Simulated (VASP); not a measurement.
Write the native input for VASP 6.6.1 that does the following.

```yaml
Task: single point
Functional: PBE
Potentials_or_basis: VASP PAW PBE potentials, release 64 (Al)
Cutoff: 520 eV
k_mesh: 18 × 18 × 6
Occupations: gaussian, width 0.1 eV
Spin: no spin polarisation
Dipole_correction: no
Further_INCAR_settings: ALGO = Fast; EDIFF = 1e-07; NBANDS = 14
```

The structure of Al lies in POSCAR:

```
Al
1.0
    2.7701114222      0.0000000000      0.0000000000
   -1.3850557111      2.3989868629      0.0000000000
    0.0000000000      0.0000000000      9.2764751017
Al
4
Direct
    0.0000000000      0.0000000000      0.0065316836
    0.3333333300      0.6666666700      0.2434683164
    0.0000000000      0.0000000000      0.5065316836
    0.6666666700      0.3333333300      0.7434683164
```

This cell differs from its parent crystal: strained and its atoms moved.

One way to write it, as run:

INCAR

```
SYSTEM = Al
PREC = Accurate ; ENCUT = 520
EDIFF = 1E-7 ; ISMEAR = 0
SIGMA = 0.1 ; LREAL = .False.
LASPH = .True. ; NELM = 100
ALGO = Fast ; ISIF = 2
LWAVE = .False. ; LCHARG = .False.
GGA = PE ; NBANDS = 14
```

KPOINTS

```
regular mesh
0
Gamma
  18 18 6
  0 0 0
```

Potentials or basis: VASP PAW PBE potentials, release 64 (Al).

Command:

```bash
$ cat potpaw_PBE.64/Al/POTCAR > POTCAR
$ mpirun -np 1 vasp_std > vasp.out
```

Results of the run:

- Pressure: 7.2 GPa
- Largest force: 0.727 eV/Å
- Band gap on the k mesh: zero (band 6 reaches 12.38 eV, above the bottom of band 7 at 7.38 eV)

Caveat: the cell differs from its parent crystal (strained and its atoms moved).

Run time: 2.8 min on 1 thread of Intel(R) Xeon(R) Platinum 8375C CPU @ 2.90GHz (Ice Lake), on a shared host, peak memory 0.24 GiB.
